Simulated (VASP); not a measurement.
A run of VASP 6.6.1:

Contents of POSCAR:

```
KBr
1.0
    4.0434990000      0.0000000000      0.0000000000
    0.0000000000      4.0434990000      0.0000000000
    0.0000000000      0.0000000000      4.0434990000
K Br
1 1
Direct
    0.0000000000      0.0000000000      0.0000000000
    0.5000000000      0.5000000000      0.5000000000
```

The input INCAR.step1:

```
SYSTEM = KBr
PREC = Accurate ; ENCUT = 520
ISMEAR = 0 ; SIGMA = 0.01
LREAL = .False. ; LASPH = .True.
NELM = 60 ; NBANDS = 15
GGA = PE ; ALGO = Normal
EDIFF = 1E-4 ; LWAVE = .True.
LCHARG = .False.
```

The input INCAR.step2:

```
SYSTEM = KBr
PREC = Accurate ; ENCUT = 520
EDIFF = 1E-7 ; ISMEAR = 0
SIGMA = 0.01 ; LREAL = .False.
LASPH = .True. ; NELM = 60
ALGO = Normal ; ISIF = 2
LWAVE = .False. ; LCHARG = .False.
METAGGA = R2SCAN ; LMIXTAU = .True.
NBANDS = 15 ; ISTART = 1
```

KPOINTS

```
Automatic mesh
0
Gamma
  4 4 4
  0 0 0
```

Potentials or basis: VASP PAW PBE potentials, release 64 (K_sv, Br).

Launch:

```bash
$ cat potpaw_PBE.64/K_sv/POTCAR potpaw_PBE.64/Br/POTCAR > POTCAR
$ cp INCAR.step1 INCAR
$ mpirun -np 1 vasp_std > vasp.out
$ cp INCAR.step2 INCAR
$ mpirun -np 1 vasp_std > vasp.out
```

Hardware: 1 thread of Intel(R) Xeon(R) Platinum 8259CL CPU @ 2.50GHz (Skylake/Cascade Lake), with other jobs on the host.

Task: Estimate the wall time of this run.

Result: It took 48 s on 1 thread of Intel(R) Xeon(R) Platinum 8259CL CPU @ 2.50GHz (Skylake/Cascade Lake), with other jobs on the host, peak memory 0.17 GiB. Counts: k points 10.
